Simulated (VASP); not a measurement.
# Y (Fd-3m) in VASP: a series of runs

Runs on Y. Level: r2SCAN+D3(BJ). Tasks: relaxation of cell and atoms.

Everything below comes from runs of VASP 6.6.1. Logs are shortened: lines on timing, memory, paths and dates and some standing lists are left out, and cuts for length are marked.

**1. The cell of the first run**

The structure is cubic, space group Fd-3m (No. 227). Conventional cell: a = 7.000 Å, b = 7.000 Å, c = 7.000 Å, α = 90.00°, β = 90.00°, γ = 90.00°. Y (site symmetry -43m) has 4 Y at 3.03 Å within 4.0 Å.

This isn't the form of Y at room conditions, which is hcp.

**2. Relaxation of cell and atoms, r2SCAN+D3(BJ), target pressure 5 GPa, at which the enthalpy is minimised**

POSCAR reads:

```
Y
1.0
    0.0000000000      3.5000000000      3.5000000000
    3.5000000000      0.0000000000      3.5000000000
    3.5000000000      3.5000000000      0.0000000000
Y
2
Direct
    1.0000000000      1.0000000000      1.0000000000
    0.2500000000      0.2500000000      0.2500000000
```

INCAR.step1 reads:

```
  PREC = Accurate
  ENCUT = 550
  ISMEAR = -1
  SIGMA = 0.05
  LREAL = F
  LASPH = T
  NELM = 120
  GGA = PE
  ALGO = Normal
  EDIFF = 1E-5
  LWAVE = T
  LCHARG = F
  GGA_COMPAT = F
  IBRION = 2
  ISIF = 3
  EDIFFG = -0.005
  NELMIN = 4
  NSW = 100
```

INCAR.step2 reads:

```
  PREC = Accurate
  ENCUT = 550
  EDIFF = 1E-7
  ISMEAR = -1
  SIGMA = 0.05
  LREAL = F
  LASPH = T
  NELM = 120
  ALGO = Normal
  ISIF = 3
  LWAVE = F
  LCHARG = F
  METAGGA = R2SCAN
  LMIXTAU = T
  IVDW = 12
  VDW_S6 = 1.0
  VDW_S8 = 0.78981345
  VDW_A1 = 0.49484001
  VDW_A2 = 5.73083694
  IBRION = 2
  NSW = 60
  EDIFFG = -0.03
  PSTRESS = 50.0
  ISTART = 1
  GGA_COMPAT = F
  NELMIN = 4
```

KPOINTS reads:

```
regular mesh
0
Gamma
  6 6 6
```

Potentials or basis: VASP PAW PBE potentials, release 64 (Y_sv).

Command:

```console
cat potpaw_PBE.64/Y_sv/POTCAR > POTCAR
cp INCAR.step1 INCAR
mpirun -np 1 vasp_std > vasp.out
cp INCAR.step2 INCAR
mpirun -np 1 vasp_std > vasp.out
```

OUTCAR:

```text
PREC = Accurate
   ENCUT = 550
   EDIFF = 1E-7
   ISMEAR = -1
   LREAL = F
   LASPH = T
   NELM = 120
   ISIF = 3
   METAGGA = R2SCAN
   IVDW = 12
   IBRION = 2
   NSW = 60
   EDIFFG = -0.03
   PSTRESS = 50.0
   ISTART = 1
   NELMIN = 4
 IVDW          = 12

 ion  position               nearest neighbor table
   1  0.000  0.000  0.000-   2 3.03   2 3.03   2 3.03   2 3.03
   2  0.250  0.250  0.250-   1 3.03   1 3.03   1 3.03   1 3.03

  LATTYP: Found a face centered cubic cell.
 ALAT       =     7.0000000000

  Lattice vectors:

 A1 = (   0.0000000000,   3.5000000000,   3.5000000000)
 A2 = (   3.5000000000,   0.0000000000,   3.5000000000)
 A3 = (   3.5000000000,   3.5000000000,   0.0000000000)

Analysis of symmetry for initial positions (statically):
=====================================================================
 Subroutine PRICEL returns:
 Original cell was already a primitive cell.

 Routine SETGRP: Setting up the symmetry group for a
 face centered cubic supercell.

 Subroutine GETGRP returns: Found 48 space group operations
 (whereof 24 operations were pure point group operations)
 out of a pool of 48 trial point group operations.

The static configuration has the point symmetry T_d .
 The point group associated with its full space group is O_h .

Analysis of symmetry for dynamics (positions and initial velocities):
=====================================================================
 Subroutine PRICEL returns:
 Original cell was already a primitive cell.

 Routine SETGRP: Setting up the symmetry group for a
 face centered cubic supercell.

 Subroutine GETGRP returns: Found 48 space group operations
 (whereof 24 operations were pure point group operations)
 out of a pool of 48 trial point group operations.

The dynamic configuration has the point symmetry T_d .
 The point group associated with its full space group is O_h .

 Subroutine INISYM returns: Found 48 space group operations
 (whereof 24 operations are pure point group operations),
 and found     1 'primitive' translations

----------------------------------------------------------------------------------------

                                     Primitive cell

  volume of cell :      85.7500

  direct lattice vectors                    reciprocal lattice vectors
     0.000000000  3.500000000  3.500000000    -0.142857143  0.142857143  0.142857143
     3.500000000  0.000000000  3.500000000     0.142857143 -0.142857143  0.142857143
     3.500000000  3.500000000  0.000000000     0.142857143  0.142857143 -0.142857143

  length of vectors
     4.949747468  4.949747468  4.949747468     0.247435830  0.247435830  0.247435830

  position of ions in fractional coordinates (direct lattice)
     0.000000000  0.000000000  0.000000000
     0.250000000  0.250000000  0.250000000

  ion indices of the primitive-cell ions
   primitive index   ion index
                 1           1
                 2           2

----------------------------------------------------------------------------------------

 KPOINTS: regular mesh

Automatic generation of k-mesh.
 Grid dimensions read from file:
 generate k-points for:    6    6    6

 Generating k-lattice:

  Cartesian coordinates                     Fractional coordinates (reciprocal lattice)
    -0.023809524  0.023809524  0.023809524     0.166666667  0.000000000  0.000000000
     0.023809524 -0.023809524  0.023809524     0.000000000  0.166666667  0.000000000
     0.023809524  0.023809524 -0.023809524     0.000000000  0.000000000  0.166666667

  Length of vectors
     0.041239305  0.041239305  0.041239305

  Shift w.r.t. Gamma in fractional coordinates (k-lattice)
     0.000000000  0.000000000  0.000000000

 Subroutine IBZKPT returns following result:
 ===========================================

 Found     16 irreducible k-points:

 Following reciprocal coordinates:
            Coordinates               Weight
  0.000000  0.000000  0.000000      1.000000
  0.166667  0.000000  0.000000      8.000000
  0.333333  0.000000  0.000000      8.000000
[... 48 lines left out ...]
  --------------------------------------------------------------------------------------
  -------------------------------------------------------------------------------------
  Total      -0.51871    -0.51871    -0.51871     0.00000    -0.00000     0.00000
  in kB      -9.69174    -9.69174    -9.69174     0.00000    -0.00000     0.00000
  external pressure =      -59.69 kB  Pullay stress =       50.00 kB

 VOLUME and BASIS-vectors are now :
 -----------------------------------------------------------------------------
  energy-cutoff  :      550.00
  volume of cell :       85.75
      direct lattice vectors                 reciprocal lattice vectors
     0.000000000  3.500000000  3.500000000    -0.142857143  0.142857143  0.142857143
     3.500000000  0.000000000  3.500000000     0.142857143 -0.142857143  0.142857143
     3.500000000  3.500000000  0.000000000     0.142857143  0.142857143 -0.142857143
[... 8 lines left out ...]
  FREE ENERGIE OF THE ION-ELECTRON SYSTEM (eV)
  ---------------------------------------------------
  free  energy   TOTEN  =       -36.5417374466 eV

  energy  without entropy=      -36.5160391769  energy(sigma->0) =      -36.52888831

  enthalpy is  TOTEN    =       -33.8656915934 eV   P V=        2.6760458532

--------------------------------------- Ionic step        2  -------------------------------------------

 number of electron      22.0000000 magnetization

 E-fermi :   2.6812     XC(G=0):  -9.7757

 val. band max:        2.6676312589   @ k =  -0.3333   0.3333   0.1667
 cond. band min:       2.7224304735   @ k =  -0.3333   0.3333   0.0000
 fundamental gap:      0.0547992146
 Fermi energy:         2.6812454885

 k-point     1 :       0.0000    0.0000    0.0000
  band No.  band energies     occupation
      1     -42.2043      2.00000
      2     -41.5089      2.00000
      3     -21.9032      2.00000
      4     -21.9032      2.00000
      5     -21.9032      2.00000
      6     -20.7871      2.00000
      7     -20.7871      2.00000
      8     -20.7871      2.00000
      9      -1.4929      2.00000
     10       2.1777      1.99992
     11       2.1777      1.99992
     12       3.3991      0.00000
     13       3.3991      0.00000
     14       3.3991      0.00000
     15       5.3531      0.00000
[... 385 lines left out ...]
  FREE ENERGIE OF THE ION-ELECTRON SYSTEM (eV)
  ---------------------------------------------------
  free  energy   TOTEN  =       -36.3905460016 eV

  energy  without entropy=      -36.3717577461  energy(sigma->0) =      -36.38115187

  enthalpy is  TOTEN    =       -34.5697242296 eV   P V=        1.8208217720

--------------------------------------- Ionic step        5  -------------------------------------------

 number of electron      22.0000000 magnetization

 Free energy of the ion-electron system (eV)
  ---------------------------------------------------
  ext. energy  EPLUGINS =         0.00000000
  ---------------------------------------------------
  free energy    TOTEN  =       -35.96623822 eV

  energy without entropy =      -35.95135534  energy(sigma->0) =      -35.95879678

 E-fermi :   3.6821     XC(G=0): -10.5519

 val. band max:        3.5985326576   @ k =   0.5000   0.3333   0.1667
 cond. band min:       3.8730836747   @ k =   0.5000   0.3333   0.1667
 fundamental gap:      0.2745510170
 Fermi energy:         3.6821375724

 k-point     1 :       0.0000    0.0000    0.0000
  band No.  band energies     occupation
      1     -41.3136      2.00000
      2     -40.0934      2.00000
      3     -21.0920      2.00000
      4     -21.0920      2.00000
      5     -21.0920      2.00000
      6     -19.4482      2.00000
      7     -19.4482      2.00000
      8     -19.4482      2.00000
      9      -0.6389      2.00000
     10       2.8342      2.00000
     11       2.8342      2.00000
     12       4.5646      0.00000
     13       4.5646      0.00000
     14       4.5646      0.00000
     15       6.9617      0.00000
[... 294 lines left out ...]
 POSITION                                       TOTAL-FORCE (eV/Angst)
 -----------------------------------------------------------------------------------
      0.00000      0.00000      0.00000         0.000000      0.000000      0.000000
      1.52132      1.52132      1.52132        -0.000000     -0.000000     -0.000000
 -----------------------------------------------------------------------------------
    total drift:                               -0.000000     -0.000000      0.000000

  FREE ENERGIE OF THE ION-ELECTRON SYSTEM (eV)
  ---------------------------------------------------
  free  energy   TOTEN  =       -36.3390219534 eV

  energy  without entropy=      -36.3241390779  energy(sigma->0) =      -36.33158052

  enthalpy is  TOTEN    =       -34.5809405842 eV   P V=        1.7580813692

 reached required accuracy - stopping structural energy minimisation
```

Run time: 7.1 min. Hardware: 1 thread of Intel Xeon 6975P-C (Granite Rapids), shared host; peak memory 0.31 GiB.

Results:

```yaml
Free_energy: -36.3390 eV
Relaxed_volume: 28.17 Å³/atom
Relaxed_cell: a = 4.303 Å, b = 4.303 Å, c = 4.303 Å, α = 60.00°, β = 60.00°, γ = 60.00°
Space_group_after_relaxing_to_0.1_Å: Fd-3m (No. 227)
Energy_change_on_relaxing_the_run_minimises_the_enthalpy: +101.4 meV/atom
Ionic_steps: 5
Pressure_after_relaxing: 4.8 GPa
Band_gap_on_the_k_mesh: zero (bands 11 and 12 overlap by 1.48 eV)
Dispersion_energy_per_atom: -0.186 eV
```

Step by step:
```
step  energy change (eV)  largest force (eV/Å)  pressure (GPa)  volume (Å³)
   1              0.0000                0.0000           -0.97        85.75
   2              0.0451                0.0000            1.35        67.41
   3              0.3367                0.0000            7.99        52.96
   4              0.1512                0.0000            3.43        58.35
   5              0.2027                0.0000            4.85        56.34
```

Final structure:
```
Y
1.0
     0.00000    3.04263    3.04263
     3.04263    0.00000    3.04263
     3.04263    3.04263    0.00000
Y
2
Direct
  0.00000 0.00000 0.00000
  0.25000 0.25000 0.25000
```

Levels at points of the mesh, in eV from the Fermi level:
```tsv
k point	band 7	band 8	band 9	band 10	band 11	band 12	band 13	band 14	band 15
(0.00, 0.00, 0.00)	-23.13	-23.13	-4.32	-0.85	-0.85	0.88	0.88	0.88	3.28
(0.50, 0.00, 0.00)	-22.86	-22.86	-1.53	-1.14	-0.78	-0.78	0.55	0.55	2.06
(0.50, 0.50, 0.00)	-22.58	-22.58	-2.29	-2.29	0.65	0.65	1.83	1.83	2.34
```

Caveat: the cell is relaxed towards a set pressure, so the run minimises the enthalpy, not the energy; the volume moved by over 15 % at a fixed basis, so the end points are rough; the PAW data sets were made with another functional, which shifts forces and pressure a little.

**3. Relaxation of cell and atoms, r2SCAN+D3(BJ), target pressure 10 GPa, at which the enthalpy is minimised**

POSCAR is that of step 2.

INCAR.step1 reads:

```
PREC     = Accurate       # precision mode
ENCUT    = 550            # plane-wave cutoff, eV
ISMEAR   = -1             # smearing method
SIGMA    = 0.05           # smearing width, eV
LREAL    = F              # projectors in reciprocal space
LASPH    = T              # aspherical terms in the spheres
NELM     = 120            # most SCF steps
GGA      = PE             # functional
ALGO     = Normal         # electronic algorithm
EDIFF    = 1E-5           # SCF threshold, eV
LWAVE    = T              # write WAVECAR
LCHARG   = F              # write CHGCAR
GGA_COMPAT= F            
IBRION   = 2              # ionic algorithm
ISIF     = 3              # what is computed and relaxed
EDIFFG   = -0.005         # ionic threshold
NELMIN   = 4            
NSW      = 100            # ionic steps
```

INCAR.step2 reads:

```
PREC     = Accurate       # precision mode
ENCUT    = 550            # plane-wave cutoff, eV
EDIFF    = 1E-7           # SCF threshold, eV
ISMEAR   = -1             # smearing method
SIGMA    = 0.05           # smearing width, eV
LREAL    = F              # projectors in reciprocal space
LASPH    = T              # aspherical terms in the spheres
NELM     = 120            # most SCF steps
ALGO     = Normal         # electronic algorithm
ISIF     = 3              # what is computed and relaxed
LWAVE    = F              # write WAVECAR
LCHARG   = F              # write CHGCAR
METAGGA  = R2SCAN         # meta-GGA
LMIXTAU  = T            
IVDW     = 12             # dispersion correction
VDW_S6   = 1.0          
VDW_S8   = 0.78981345   
VDW_A1   = 0.49484001   
VDW_A2   = 5.73083694   
IBRION   = 2              # ionic algorithm
NSW      = 60             # ionic steps
EDIFFG   = -0.03          # ionic threshold
PSTRESS  = 100.0        
ISTART   = 1            
GGA_COMPAT= F            
NELMIN   = 4
```

KPOINTS reads:

```
Automatic mesh
0
Gamma
  6 6 6
```

Potentials or basis: VASP PAW PBE potentials, release 64 (Y_sv).

Command:

```console
cat potpaw_PBE.64/Y_sv/POTCAR > POTCAR
cp INCAR.step1 INCAR
mpirun -np 1 vasp_std > vasp.out
cp INCAR.step2 INCAR
mpirun -np 1 vasp_std > vasp.out
```

It took 10 min on 1 thread of Intel Xeon 6975P-C (Granite Rapids), shared host; peak memory 0.31 GiB.

It converged, with:

| Item | Value |
| --- | --- |
| Free energy | -36.1017 eV |
| Relaxed volume | 25.55 Å³/atom |
| Relaxed cell | a = 4.165 Å, b = 4.165 Å, c = 4.165 Å, α = 60.00°, β = 60.00°, γ = 60.00° |
| Space group after relaxing (to 0.1 Å) | Fd-3m (No. 227) |
| Energy change on relaxing (the run minimises the enthalpy) | +220.0 meV/atom |
| Ionic steps | 15 |
| Pressure after relaxing | 9.8 GPa |
| Band gap on the k mesh | zero (bands 11 and 12 overlap by 1.60 eV) |
| Dispersion energy per atom | -0.206 eV |

The path:
| step | energy change (eV) | largest force (eV/Å) | pressure (GPa) | volume (Å³) |
| --- | --- | --- | --- | --- |
| 1 | 0.0000 | 0.0000 | -0.97 | 85.75 |
| 2 | 0.2780 | 0.0000 | 6.71 | 54.24 |
| 3 | 0.4716 | 0.0000 | 10.35 | 50.60 |
| 4 | 0.4349 | 0.0000 | 9.76 | 51.19 |
| 5 | 0.4351 | 0.0000 | 9.76 | 51.18 |
| 6 | 0.4358 | 0.0000 | 9.77 | 51.17 |
| 7 | 0.4358 | 0.0000 | 9.77 | 51.17 |
| 8 | 0.4358 | 0.0000 | 9.77 | 51.17 |
| 9 | 0.4359 | 0.0000 | 9.77 | 51.17 |
| 10 | 0.4359 | 0.0000 | 9.77 | 51.17 |
| 11 | 0.4361 | 0.0000 | 9.77 | 51.17 |
| 12 | 0.4363 | 0.0000 | 9.78 | 51.16 |
| 13 | 0.4369 | 0.0000 | 9.79 | 51.15 |
| 14 | 0.4379 | 0.0000 | 9.81 | 51.14 |
| 15 | 0.4400 | 0.0000 | 9.84 | 51.10 |

Final structure:
```
Y
1.0
     0.00000    2.94536    2.94536
     2.94536    0.00000    2.94536
     2.94536    2.94536    0.00000
Y
2
Direct
  0.00000 0.00000 0.00000
  0.25000 0.25000 0.25000
```

Levels at points of the mesh, in eV from the Fermi level:
| k point | band 8 | band 9 | band 10 | band 11 | band 12 | band 13 | band 14 | band 15 |
| --- | --- | --- | --- | --- | --- | --- | --- | --- |
| (0.00, 0.00, 0.00) | -23.01 | -4.48 | -1.13 | -1.13 | 0.89 | 0.89 | 0.89 | 3.61 |
| (0.50, 0.00, 0.00) | -22.66 | -1.82 | -1.06 | -1.02 | -1.02 | 0.42 | 0.42 | 2.43 |
| (0.50, 0.50, 0.00) | -22.30 | -2.68 | -2.68 | 0.50 | 0.50 | 2.33 | 2.36 | 2.36 |

Caveat: the cell is relaxed towards a set pressure, so the run minimises the enthalpy, not the energy; the volume moved by over 15 % at a fixed basis, so the end points are rough; the PAW data sets were made with another functional, which shifts forces and pressure a little.

**4. Relaxation of cell and atoms, r2SCAN+D3(BJ), target pressure 20 GPa, at which the enthalpy is minimised**

POSCAR is that of step 3.

INCAR.step1 reads:

```
SYSTEM = Y
PREC = Accurate ; ENCUT = 550
ISMEAR = -1 ; SIGMA = 0.05
LREAL = .FALSE. ; LASPH = .TRUE.
NELM = 120 ; GGA = PE
ALGO = Normal ; EDIFF = 1E-5
LWAVE = .TRUE. ; LCHARG = .FALSE.
GGA_COMPAT = .FALSE. ; IBRION = 2
ISIF = 3 ; EDIFFG = -0.005
NELMIN = 4 ; NSW = 100
```

INCAR.step2 reads:

```
SYSTEM = Y
PREC = Accurate ; ENCUT = 550
EDIFF = 1E-7 ; ISMEAR = -1
SIGMA = 0.05 ; LREAL = .FALSE.
LASPH = .TRUE. ; NELM = 120
ALGO = Normal ; ISIF = 3
LWAVE = .FALSE. ; LCHARG = .FALSE.
METAGGA = R2SCAN ; LMIXTAU = .TRUE.
IVDW = 12 ; VDW_S6 = 1.0
VDW_S8 = 0.78981345 ; VDW_A1 = 0.49484001
VDW_A2 = 5.73083694 ; IBRION = 2
NSW = 60 ; EDIFFG = -0.03
PSTRESS = 200.0 ; ISTART = 1
GGA_COMPAT = .FALSE. ; NELMIN = 4
```

KPOINTS reads:

```
Automatic mesh
0
G
  6 6 6
  0 0 0
```

Command:

```console
cat potpaw_PBE.64/Y_sv/POTCAR > POTCAR
cp INCAR.step1 INCAR
mpirun -np 1 vasp_std > vasp.out
cp INCAR.step2 INCAR
mpirun -np 1 vasp_std > vasp.out
```

Wall time 6.7 min (1 thread of Intel Xeon 6975P-C (Granite Rapids), shared host); peak memory 0.32 GiB.

The run converged. Its results:

```yaml
Free_energy: -35.6118 eV
Relaxed_volume: 22.76 Å³/atom
Relaxed_cell: a = 4.008 Å, b = 4.008 Å, c = 4.008 Å, α = 60.00°, β = 60.00°, γ = 60.00°
Space_group_after_relaxing_to_0.1_Å: Fd-3m (No. 227)
Energy_change_on_relaxing_the_run_minimises_the_enthalpy: +465.0 meV/atom
Ionic_steps: 5
Pressure_after_relaxing: 20.0 GPa
Band_gap_on_the_k_mesh: zero (bands 11 and 12 overlap by 1.40 eV)
Dispersion_energy_per_atom: -0.231 eV
```

Step by step:
| step | energy change (eV) | largest force (eV/Å) | pressure (GPa) | volume (Å³) |
| --- | --- | --- | --- | --- |
| 1 | 0.0000 | 0.0000 | -0.97 | 85.75 |
| 2 | 4.5953 | 0.0000 | 96.10 | 33.26 |
| 3 | 0.6775 | 0.0000 | 14.42 | 47.89 |
| 4 | 0.8339 | 0.0000 | 17.95 | 46.33 |
| 5 | 0.9300 | 0.0000 | 20.02 | 45.52 |

Final structure:
```xyz
2
Lattice="0.0000 2.8340 2.8340 2.8340 0.0000 2.8340 2.8340 2.8340 0.0000" Properties=species:S:1:pos:R:3 pbc="T T T"
Y     0.0000    0.0000    0.0000
Y     1.4170    1.4170    1.4170
```

Levels at points of the mesh, in eV from the Fermi level:
| k point | band 9 | band 10 | band 11 | band 12 | band 13 | band 14 |
| --- | --- | --- | --- | --- | --- | --- |
| (0.00, 0.00, 0.00) | -4.80 | -1.62 | -1.62 | 0.80 | 0.80 | 0.80 |
| (0.50, 0.00, 0.00) | -2.31 | -1.45 | -1.45 | -1.11 | 0.12 | 0.12 |
| (0.50, 0.50, 0.00) | -3.29 | -3.29 | 0.19 | 0.19 | 2.21 | 2.99 |

Caveat: the cell is relaxed towards a set pressure, so the run minimises the enthalpy, not the energy; the volume moved by over 15 % at a fixed basis, so the end points are rough; the PAW data sets were made with another functional, which shifts forces and pressure a little.

**5. Summary**

| cell | gap on the mesh (eV) | pressure (GPa) |
| --- | --- | --- |
| relaxed to 5 GPa | none | 4.8 |
| relaxed to 10 GPa | none | 9.8 |
| relaxed to 20 GPa | none | 20.0 |

Alike in all rows: task relaxation of cell and atoms; level r2SCAN+D3(BJ); potentials or basis VASP PAW PBE potentials, release 64 (Y_sv); no spin polarisation; k mesh 6 × 6 × 6; cutoff (eV) 550; smearing fermi-dirac 0.05 eV.

Caveats: the cell is relaxed towards a set pressure, so the run minimises the enthalpy, not the energy; the volume moved by over 15 % at a fixed basis, so the end points are rough; the PAW data sets were made with another functional, which shifts forces and pressure a little.

Absolute energies hang on the potentials; compare differences alone.

The gap in the log of VASP goes by the Fermi energy; the results here count the filled bands.